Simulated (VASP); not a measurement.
Here is a VASP 6.6.1 calculation.

File INCAR:

```
ALGO = Normal
EDIFF = 1E-6
ENCUT = 520
GGA = CA
ISIF = 2
ISMEAR = -1
LASPH = T
LCHARG = F
LREAL = F
LWAVE = F
NBANDS = 12
NELM = 100
PREC = Accurate
SIGMA = 0.08
```

KPOINTS

```
k-points
0
Gamma
  18 18 18
```

The input POSCAR:

```
Ag
1.0
    0.0000000000      1.9601080033      1.9601080033
    1.9601080033      0.0000000000      1.9601080033
    1.9601080033      1.9601080033      0.0000000000
Ag
1
Direct
    0.0000000000      0.0000000000      0.0000000000
```

Potentials or basis: VASP PAW LDA potentials, release 64 (Ag).

Launch:

```bash
$ cat potpaw_LDA.64/Ag/POTCAR > POTCAR
$ mpirun -np 1 vasp_std > vasp.out
```

Problem. Predict the pressure.

Solution. 10.4 GPa.
